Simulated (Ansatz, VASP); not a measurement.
Be: VASP beside Ansatz

```
Be
1.0
    -1.26961    1.26961    1.26961
     1.26961   -1.26961    1.26961
     1.26961    1.26961   -1.26961
Be
1
Cartesian
  0.0000 0.0000 0.0000
```

Change from the starting cell: volume scaled by 1.04.

Alike in both runs: task single point; functional PBE; k mesh 23 × 23 × 23; occupations fermi-dirac, width 0.03 eV; no spin polarisation.

```csv
,VASP,Ansatz
version,VASP 6.6.1,Ansatz 0.2.0
potentials or method,"VASP PAW PBE potentials, release 64 (Be), cutoff 520 eV","all-electron LAPW, scalar-relativistic"
```

VASP gave:

| Item | Value |
| --- | --- |
| pressure (GPa) | -5.2 |

Question: What did Ansatz give for the same quantities?

Answer: Pressure (GPa): -5.3.

Ansatz ran all-electron here, and VASP with PAW potentials.
